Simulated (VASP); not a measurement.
# ZnSe: single point with r2SCAN

Crystal: ZnSe.

```
Zn Se
1.0
     0.00000    2.83242    2.83242
     2.83242    0.00000    2.83242
     2.83242    2.83242    0.00000
Zn Se
1 1
Direct
  0.00000 0.00000 0.00000
  0.25000 0.25000 0.25000
```

- Program: VASP 6.6.1
- Task: single point
- Functional: r2SCAN
- Potentials or basis: VASP PAW PBE potentials, release 64 (Zn, Se)
- Cutoff: 520 eV
- k mesh: 6 × 6 × 6
- Occupations: gaussian, width 0.05 eV
- Spin: no spin polarisation

```json
{
 "Pressure": "0.1 GPa",
 "Band gap on the k mesh": "1.87 eV, direct"
}
```

Levels at points of the mesh, in eV from the valence-band top:
| k point | band 5 | band 6 | band 7 | band 8 | band 9 | band 10 | band 11 | band 12 | band 13 | band 14 |
| --- | --- | --- | --- | --- | --- | --- | --- | --- | --- | --- |
| (0.00, 0.00, 0.00) | -6.29 | -6.29 | 0.00 | 0.00 | 0.00 | 1.87 | 6.31 | 6.31 | 6.31 | 10.59 |
| (0.50, 0.00, 0.00) | -6.28 | -6.14 | -5.31 | -0.89 | -0.89 | 3.05 | 6.86 | 6.86 | 9.08 | 11.71 |
| (0.50, 0.50, 0.00) | -6.24 | -6.11 | -4.80 | -2.24 | -2.24 | 3.33 | 3.87 | 11.52 | 12.08 | 12.08 |

It took 54 s on 1 thread of Intel(R) Xeon(R) Platinum 8259CL CPU @ 2.50GHz (Skylake/Cascade Lake), with other jobs on the host, peak memory 0.17 GiB.

Caveat: the PAW data sets were made with another functional, which shifts forces and pressure a little. r2SCAN opens gaps a little over a GGA but as a rule still falls short of measured ones.
